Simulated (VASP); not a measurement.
# TlRu3 (Pm-3m) in VASP: notebook

The runs below take TlRu3 through relaxation of cell and atoms, single point, with PBE.

Program: VASP 6.6.1. These are calculated values, not measurements. Logs are shortened: lines on timing, memory, paths and dates and some standing lists are left out, and cuts for length are marked.

### 1 The cell of the first run

It takes space group Pm-3m (No. 221, cubic). Conventional cell: a = 4.050 Å, b = 4.050 Å, c = 4.050 Å, α = 90.00°, β = 90.00°, γ = 90.00°. Tl (site symmetry m-3m) has 12 Ru at 2.86 Å within 3.8 Å. Ru (site symmetry 4/mmm) has 4 Tl at 2.86 Å and 8 Ru at 2.86 Å within 3.8 Å.

### 2 Relaxation of cell and atoms, PBE

File INCAR:

```
PREC = Accurate
ENCUT = 600
EDIFF = 1E-6
ISMEAR = 0
SIGMA = 0.1
LREAL = F
LASPH = T
NELM = 100
ALGO = Normal
ISIF = 3
LWAVE = F
LCHARG = F
GGA = PE
IBRION = 2
NSW = 90
EDIFFG = -0.04
```

File KPOINTS:

```
Automatic mesh
0
Gamma
  4 4 4
```

File POSCAR:

```
TlRu3
1.0
    4.0504357287      0.0000000000      0.0000000000
    0.0000000000      4.0504357287      0.0000000000
    0.0000000000      0.0000000000      4.0504357287
Tl Ru
1 3
Direct
    0.0000000000      0.0000000000      0.0000000000
    0.0000000000      0.5000000000      0.5000000000
    0.5000000000      0.0000000000      0.5000000000
    0.5000000000      0.5000000000      0.0000000000
```

Potentials or basis: VASP PAW PBE potentials, release 64 (Tl_d, Ru_pv).

Started as:

```
> cat potpaw_PBE.64/Tl_d/POTCAR potpaw_PBE.64/Ru_pv/POTCAR > POTCAR
> mpirun -np 1 vasp_std > vasp.out
```

OUTCAR:

```text
PREC = Accurate
   ENCUT = 600
   EDIFF = 1E-6
   ISMEAR = 0
   LREAL = F
   LASPH = T
   NELM = 100
   ISIF = 3
   GGA = PE
   IBRION = 2
   NSW = 90
   EDIFFG = -0.04

 ion  position               nearest neighbor table
   1  0.000  0.000  0.000-   2 2.86   3 2.86   4 2.86   2 2.86   3 2.86   2 2.86   4 2.86   2 2.86
                             3 2.86   4 2.86   3 2.86   4 2.86
   2  0.000  0.500  0.500-   1 2.86   3 2.86   4 2.86   1 2.86   4 2.86   1 2.86   3 2.86   1 2.86
                             3 2.86   4 2.86   4 2.86   3 2.86
   3  0.500  0.000  0.500-   1 2.86   2 2.86   4 2.86   1 2.86   4 2.86   2 2.86   4 2.86   4 2.86
                             1 2.86   2 2.86   1 2.86   2 2.86
   4  0.500  0.500  0.000-   1 2.86   2 2.86   3 2.86   2 2.86   3 2.86   1 2.86   3 2.86   3 2.86
                             1 2.86   2 2.86   2 2.86   1 2.86

  LATTYP: Found a simple cubic cell.
 ALAT       =     4.0504357287

  Lattice vectors:

 A1 = (   4.0504357287,   0.0000000000,   0.0000000000)
 A2 = (   0.0000000000,   4.0504357287,   0.0000000000)
 A3 = (   0.0000000000,   0.0000000000,   4.0504357287)

Analysis of symmetry for initial positions (statically):
=====================================================================
 Subroutine PRICEL returns:
 Original cell was already a primitive cell.

 Routine SETGRP: Setting up the symmetry group for a
 simple cubic supercell.

 Subroutine GETGRP returns: Found 48 space group operations
 (whereof 48 operations were pure point group operations)
 out of a pool of 48 trial point group operations.

The static configuration has the point symmetry O_h .

Analysis of symmetry for dynamics (positions and initial velocities):
=====================================================================
 Subroutine PRICEL returns:
 Original cell was already a primitive cell.

 Routine SETGRP: Setting up the symmetry group for a
 simple cubic supercell.

 Subroutine GETGRP returns: Found 48 space group operations
 (whereof 48 operations were pure point group operations)
 out of a pool of 48 trial point group operations.

The dynamic configuration has the point symmetry O_h .

 Subroutine INISYM returns: Found 48 space group operations
 (whereof 48 operations are pure point group operations),
 and found     1 'primitive' translations

----------------------------------------------------------------------------------------

                                     Primitive cell

  volume of cell :      66.4516

  direct lattice vectors                    reciprocal lattice vectors
     4.050435729  0.000000000  0.000000000     0.246887018  0.000000000  0.000000000
     0.000000000  4.050435729  0.000000000     0.000000000  0.246887018  0.000000000
     0.000000000  0.000000000  4.050435729     0.000000000  0.000000000  0.246887018

  length of vectors
     4.050435729  4.050435729  4.050435729     0.246887018  0.246887018  0.246887018

  position of ions in fractional coordinates (direct lattice)
     0.000000000  0.000000000  0.000000000
     0.000000000  0.500000000  0.500000000
     0.500000000  0.000000000  0.500000000
     0.500000000  0.500000000  0.000000000

  ion indices of the primitive-cell ions
   primitive index   ion index
                 1           1
                 2           2
                 3           3
                 4           4

----------------------------------------------------------------------------------------

 KPOINTS: Automatic mesh

Automatic generation of k-mesh.
 Grid dimensions read from file:
 generate k-points for:    4    4    4

 Generating k-lattice:

  Cartesian coordinates                     Fractional coordinates (reciprocal lattice)
     0.061721755  0.000000000  0.000000000     0.250000000  0.000000000  0.000000000
     0.000000000  0.061721755  0.000000000     0.000000000  0.250000000  0.000000000
     0.000000000  0.000000000  0.061721755     0.000000000  0.000000000  0.250000000

  Length of vectors
     0.061721755  0.061721755  0.061721755

  Shift w.r.t. Gamma in fractional coordinates (k-lattice)
     0.000000000  0.000000000  0.000000000

 Subroutine IBZKPT returns following result:
 ===========================================

 Found     10 irreducible k-points:

 Following reciprocal coordinates:
            Coordinates               Weight
  0.000000  0.000000  0.000000      1.000000
  0.250000  0.000000  0.000000      6.000000
  0.500000  0.000000  0.000000      3.000000
  0.250000  0.250000  0.000000     12.000000
  0.500000  0.250000  0.000000     12.000000
  0.500000  0.500000  0.000000      3.000000
  0.250000  0.250000  0.250000      8.000000
  0.500000  0.250000  0.250000     12.000000
  0.500000  0.500000  0.250000      6.000000
  0.500000  0.500000  0.500000      1.000000
   k-points           NKPTS =     10   k-points in BZ     NKDIM =     10   number of bands    NBANDS=     33
   number of dos      NEDOS =    301   number of ions     NIONS =      4
   total plane-waves  NPLWV =  32768
   dimension x,y,z NGX =    32 NGY =   32 NGZ =   32
   dimension x,y,z NGXF=    64 NGYF=   64 NGZF=   64
   ions per type =               1   3
   NGX,Y,Z   is equivalent  to a cutoff of  13.13, 13.13, 13.13 a.u.
   NGXF,Y,Z  is equivalent  to a cutoff of  26.27, 26.27, 26.27 a.u.
 SYSTEM =  unknown system
   PREC   = accura    normal or accurate (medium, high low for compatibility)
   ISTART =      0    job   : 0-new  1-cont  2-samecut
   ICHARG =      2    charge: 1-file 2-atom 10-const
   ISPIN  =      1    spin polarized calculation?
   LNONCOLLINEAR =      F non collinear calculations
   LSORBIT =      F    spin-orbit coupling
   LASPH  =      T    aspherical Exc in radial PAW
   ENCUT  =  600.0 eV  44.10 Ry    6.64 a.u.   8.09  8.09  8.09*2*pi/ulx,y,z
   NELM   =    100;   NELMIN=  2; NELMDL= -5     # of ELM steps
   EDIFF  = 0.1E-05   stopping-criterion for ELM
   LREAL  =      F    real-space projection
   EDIFFG = -.4E-01   stopping-criterion for IOM
   NSW    =     90    number of steps for IOM
   IBRION =      2    ionic relax: 0-MD 1-quasi-New 2-CG
   NFREE  =      1    steps in history (QN), initial steepest desc. (CG)
   ISIF   =      3    stress and relaxation
   ISYM   =      2    0-nonsym 1-usesym 2-fastsym
   POTIM  = 0.5000    time-step for ionic-motion
   TEBEG  =    0.0;   TEEND  =   0.0 temperature during run
   PSTRESS=    0.0 pullay stress
   NELECT =      55.0000    total number of electrons
   NUPDOWN=      -1.0000    fix difference up-down
   EMIN   =  10.00;   EMAX   =-10.00  energy-range for DOS
   EFERMI =   0.00;   METHOD = LEGACY
   ISMEAR =     0;   SIGMA  =   0.10  broadening in eV -4-tet -1-fermi 0-gaus
   EFERMI_NEDOS =   21; number of points for ismear=-14 and -15
   IALGO  =     38    algorithm
   IMIX   =      4    mixing-type and parameters
     AMIX     =   0.40;   BMIX     =  1.00
     AMIX_MAG =   1.60;   BMIX_MAG =  1.00
  volume/ion in A,a.u.               =      16.61       112.11
  Fermi-wavevector in a.u.,A,eV,Ry     =   1.537071  2.904643 32.144959  2.362588
  Thomas-Fermi vector in A             =   2.643631
   LORBIT       =      0    0 simple, 1 ext, 2 COOP (PROOUT), +10 PAW based schemes
   GGA     = PE    functional components
   LHFCALC =     F    Hartree Fock is set to
   AEXX    =    0.0000 exact exchange contribution
   IVDW    =     0    specifies the selected vdW correction
   LEPSILON=     F    determine dielectric tensor
   LRPA    =     F    only Hartree local field effects (RPA)
 conjugate gradient relaxation of ions
 non-spin polarized calculation
 Gauss-broadening in eV      SIGMA  =   0.10
  energy-cutoff  :      600.00
  volume of cell :       66.45
 maximum number of plane-waves:      2272
   NGX = 17   NGY = 17   NGZ = 17

--------------------------------------- Ionic step        1  -------------------------------------------

 number of electron      55.0000014 magnetization

 Free energy of the ion-electron system (eV)
  ---------------------------------------------------
  ext. energy  EPLUGINS =         0.00000000
  ---------------------------------------------------
  free energy    TOTEN  =       -26.93235178 eV

  energy without entropy =      -26.90698263  energy(sigma->0) =      -26.91966720

------------------------ aborting loop because EDIFF is reached ----------------------------------------

  FORCE on cell =-STRESS in cart. coord.  units (eV):
  Direction    XX          YY          ZZ          XY          YZ          ZX
  --------------------------------------------------------------------------------------
  -------------------------------------------------------------------------------------
  Total       -3.6774450     -3.6774450     -3.6774450      0.0000000     -0.0000000      0.0000000
  in kB      -88.6648603    -88.6648603    -88.6648603      0.0000000     -0.0000000      0.0000000
  external PRESSURE =     -88.6648603 kB  Pullay stress =       0.0000000 kB

 VOLUME and BASIS-vectors are now :
 -----------------------------------------------------------------------------
  energy-cutoff  :      600.00
  volume of cell :       66.45
      direct lattice vectors                 reciprocal lattice vectors
     4.050435729  0.000000000  0.000000000     0.246887018  0.000000000  0.000000000
     0.000000000  4.050435729  0.000000000     0.000000000  0.246887018  0.000000000
     0.000000000  0.000000000  4.050435729     0.000000000  0.000000000  0.246887018

 POSITION                                       TOTAL-FORCE (eV/Angst)
 -----------------------------------------------------------------------------------
      0.00000      0.00000      0.00000         0.000000      0.000000      0.000000
      0.00000      2.02522      2.02522         0.000000      0.000000      0.000000
      2.02522      0.00000      2.02522         0.000000      0.000000      0.000000
      2.02522      2.02522      0.00000         0.000000      0.000000      0.000000
 -----------------------------------------------------------------------------------
    total drift:                                0.000000     -0.000000     -0.000000

  FREE ENERGIE OF THE ION-ELECTRON SYSTEM (eV)
  ---------------------------------------------------
  free  energy   TOTEN  =       -26.9323517754 eV
[... 17 lines left out ...]
 VOLUME and BASIS-vectors are now :
 -----------------------------------------------------------------------------
  energy-cutoff  :      600.00
  volume of cell :       58.00
      direct lattice vectors                 reciprocal lattice vectors
     3.870789074 -0.000000000  0.000000000     0.258345257 -0.000000000  0.000000000
     0.000000000  3.870789074  0.000000000     0.000000000  0.258345257  0.000000000
    -0.000000000 -0.000000000  3.870789074    -0.000000000 -0.000000000  0.258345257

 POSITION                                       TOTAL-FORCE (eV/Angst)
 -----------------------------------------------------------------------------------
      0.00000      0.00000      0.00000         0.000000     -0.000000      0.000000
     -0.00000      1.93539      1.93539        -0.000000     -0.000000      0.000000
      1.93539     -0.00000      1.93539         0.000000      0.000000      0.000000
      1.93539      1.93539      0.00000         0.000000     -0.000000      0.000000
 -----------------------------------------------------------------------------------
    total drift:                                0.000000     -0.000000     -0.000000

  FREE ENERGIE OF THE ION-ELECTRON SYSTEM (eV)
  ---------------------------------------------------
  free  energy   TOTEN  =       -26.6694068913 eV

  energy  without entropy=      -26.6499295345  energy(sigma->0) =      -26.65966821

--------------------------------------- Ionic step        3  -------------------------------------------

 number of electron      54.9999985 magnetization

 Free energy of the ion-electron system (eV)
  ---------------------------------------------------
  ext. energy  EPLUGINS =         0.00000000
  ---------------------------------------------------
  free energy    TOTEN  =       -27.02237388 eV

  energy without entropy =      -26.99931049  energy(sigma->0) =      -27.01084218

 E-fermi :  11.2171     XC(G=0): -13.2196

 val. band max:       11.2073673523   @ k =   0.5000   0.5000   0.5000
 cond. band min:      11.2792133729   @ k =   0.5000   0.2500   0.2500
 fundamental gap:      0.0718460205
 Fermi energy:        11.2170940649

 k-point     1 :       0.0000    0.0000    0.0000
  band No.  band energies     occupation
      1     -31.4366      2.00000
      2     -31.4366      2.00000
      3     -31.4366      2.00000
      4     -31.1541      2.00000
      5     -31.1541      2.00000
      6     -31.1541      2.00000
[... 25 lines left out ...]
     32      13.0644      0.00000
     33      13.0644      0.00000
[... 335 lines left out ...]
 VOLUME and BASIS-vectors are now :
 -----------------------------------------------------------------------------
  energy-cutoff  :      600.00
  volume of cell :       63.43
      direct lattice vectors                 reciprocal lattice vectors
     3.988152688 -0.000000000  0.000000000     0.250742657 -0.000000000  0.000000000
     0.000000000  3.988152688  0.000000000     0.000000000  0.250742657  0.000000000
    -0.000000000 -0.000000000  3.988152688    -0.000000000 -0.000000000  0.250742657

 POSITION                                       TOTAL-FORCE (eV/Angst)
 -----------------------------------------------------------------------------------
      0.00000      0.00000      0.00000         0.000000      0.000000      0.000000
     -0.00000      1.99408      1.99408        -0.000000     -0.000000      0.000000
      1.99408     -0.00000      1.99408         0.000000     -0.000000      0.000000
      1.99408      1.99408      0.00000         0.000000      0.000000      0.000000
 -----------------------------------------------------------------------------------
    total drift:                                0.000000     -0.000000     -0.000000

  FREE ENERGIE OF THE ION-ELECTRON SYSTEM (eV)
  ---------------------------------------------------
  free  energy   TOTEN  =       -27.0223738835 eV

  energy  without entropy=      -26.9993104852  energy(sigma->0) =      -27.01084218

 reached required accuracy - stopping structural energy minimisation
```

Run time: 46 s. Hardware: 1 thread of Oxide Virtual Turin-like, shared host; peak memory 0.17 GiB.

What came out:

```yaml
Free_energy: -27.0224 eV
Relaxed_volume: 15.86 Å³/atom
Relaxed_cell: a = 3.988 Å, b = 3.988 Å, c = 3.988 Å, α = 90.00°, β = 90.00°, γ = 90.00°
Space_group_after_relaxing_to_0.1_Å: Pm-3m (No. 221)
Energy_gained_by_relaxing: 22.5 meV/atom
Ionic_steps: 3
Pressure_after_relaxing: -0.3 GPa
Band_gap_on_the_k_mesh: zero (an odd number of electrons rules out a gap without spin polarisation)
```

The path:
| step | energy change (eV) | largest force (eV/Å) | pressure (GPa) | volume (Å³) |
| --- | --- | --- | --- | --- |
| 1 | 0.0000 | 0.0000 | -8.87 | 66.45 |
| 2 | 0.2629 | 0.0000 | 23.09 | 58.00 |
| 3 | -0.0900 | 0.0000 | -0.27 | 63.43 |

Final structure:
```cif
data_structure
_symmetry_space_group_name_H-M 'P 1'
_symmetry_Int_Tables_number 1
_cell_length_a 3.9882
_cell_length_b 3.9882
_cell_length_c 3.9882
_cell_angle_alpha 90.000
_cell_angle_beta 90.000
_cell_angle_gamma 90.000
_cell_volume 63.43
loop_
_atom_site_label
_atom_site_type_symbol
_atom_site_fract_x
_atom_site_fract_y
_atom_site_fract_z
_atom_site_occupancy
Tl1 Tl 0.00000 0.00000 0.00000 1
Ru1 Ru 0.00000 0.50000 0.50000 1
Ru2 Ru 0.50000 0.00000 0.50000 1
Ru3 Ru 0.50000 0.50000 0.00000 1
```

Caveat: the k points lie up to 0.39 Å⁻¹ apart in the final cell, too coarse for converged energies and pressures of a metal; spin-orbit coupling is left out, which moves the levels of the heavy elements.

### 3 Single point, PBE

This run uses another cell than the first one, of 15.80 Å³/atom.

File INCAR:

```
ALGO = Fast ; EDIFF = 1E-6
ENCUT = 520 ; GGA = PE
ISIF = 2 ; ISMEAR = 0
LASPH = T ; LCHARG = T
LELF = T ; LREAL = F
LVHAR = T ; LWAVE = F
NBANDS = 36 ; NELM = 80
PREC = Accurate ; SIGMA = 0.1
```

File KPOINTS:

```
k-points
0
Gamma
  12 12 12
```

File POSCAR:

```
TlRu3
1.0
    3.9829807412      0.0000000000      0.0000000000
    0.0000000000      3.9829807412      0.0000000000
    0.0000000000      0.0000000000      3.9829807412
Tl Ru
1 3
Direct
    0.0000000000      0.0000000000      0.0000000000
    0.0000000000      0.5000000000      0.5000000000
    0.5000000000      0.0000000000      0.5000000000
    0.5000000000      0.5000000000      0.0000000000
```

Potentials or basis: VASP PAW PBE potentials, release 64 (Tl_d, Ru_pv).

Started as:

```
> cat potpaw_PBE.64/Tl_d/POTCAR potpaw_PBE.64/Ru_pv/POTCAR > POTCAR
> mpirun -np 1 vasp_std > vasp.out
```

OUTCAR:

```text
EDIFF = 1E-6
   ENCUT = 520
   GGA = PE
   ISIF = 2
   ISMEAR = 0
   LASPH = T
   LREAL = F
   NELM = 80
   PREC = Accurate

 ion  position               nearest neighbor table
   1  0.000  0.000  0.000-   2 2.82   3 2.82   4 2.82   2 2.82   3 2.82   2 2.82   4 2.82   2 2.82
                             3 2.82   4 2.82   3 2.82   4 2.82
   2  0.000  0.500  0.500-   1 2.82   3 2.82   4 2.82   1 2.82   4 2.82   1 2.82   3 2.82   1 2.82
[... 1143 lines left out ...]
  Direction    XX          YY          ZZ          XY          YZ          ZX
  --------------------------------------------------------------------------------------
  -------------------------------------------------------------------------------------
  Total        0.0059306      0.0059306      0.0059306     -0.0000000      0.0000000     -0.0000000
  in kB        0.1503775      0.1503775      0.1503775     -0.0000000      0.0000000     -0.0000000
  external PRESSURE =       0.1503775 kB  Pullay stress =       0.0000000 kB

 VOLUME and BASIS-vectors are now :
 -----------------------------------------------------------------------------
  energy-cutoff  :      520.00
  volume of cell :       63.19
      direct lattice vectors                 reciprocal lattice vectors
     3.982980741  0.000000000  0.000000000     0.251068249  0.000000000  0.000000000
     0.000000000  3.982980741  0.000000000     0.000000000  0.251068249  0.000000000
     0.000000000  0.000000000  3.982980741     0.000000000  0.000000000  0.251068249

 POSITION                                       TOTAL-FORCE (eV/Angst)
 -----------------------------------------------------------------------------------
      0.00000      0.00000      0.00000         0.000000      0.000000      0.000000
      0.00000      1.99149      1.99149         0.000000      0.000000      0.000000
      1.99149      0.00000      1.99149         0.000000      0.000000      0.000000
      1.99149      1.99149      0.00000         0.000000      0.000000      0.000000
 -----------------------------------------------------------------------------------
    total drift:                                0.000000      0.000000     -0.000000

  FREE ENERGIE OF THE ION-ELECTRON SYSTEM (eV)
  ---------------------------------------------------
  free  energy   TOTEN  =       -27.0995564029 eV

  energy  without entropy=      -27.0751509728  energy(sigma->0) =      -27.08735369
```

Wall time 2.4 min (1 thread of Oxide Virtual Turin-like, shared host); peak memory 0.25 GiB.

Results:

```
Free energy            : -27.0996 eV
Pressure               : 0.0 GPa
Band gap on the k mesh : zero (an odd number of electrons rules out a gap without spin polarisation)
```

Levels at points of the mesh, in eV from the Fermi level:
```csv
k point,band 26,band 27,band 28,band 29,band 30,band 31
"(0.00, 0.00, 0.00)",0.58,1.15,1.15,1.15,1.44,1.89
"(0.50, 0.00, 0.00)",-0.77,-0.64,-0.64,-0.41,0.64,1.89
"(0.50, 0.50, 0.00)",-1.00,-0.99,-0.21,-0.13,0.67,0.68
"(0.50, 0.50, 0.50)",-0.47,-0.47,0.04,0.04,0.81,1.48
```

Caveat: spin-orbit coupling is left out, which moves the levels of the heavy elements.

The gap in the log of VASP goes by the Fermi energy; the results here count the filled bands.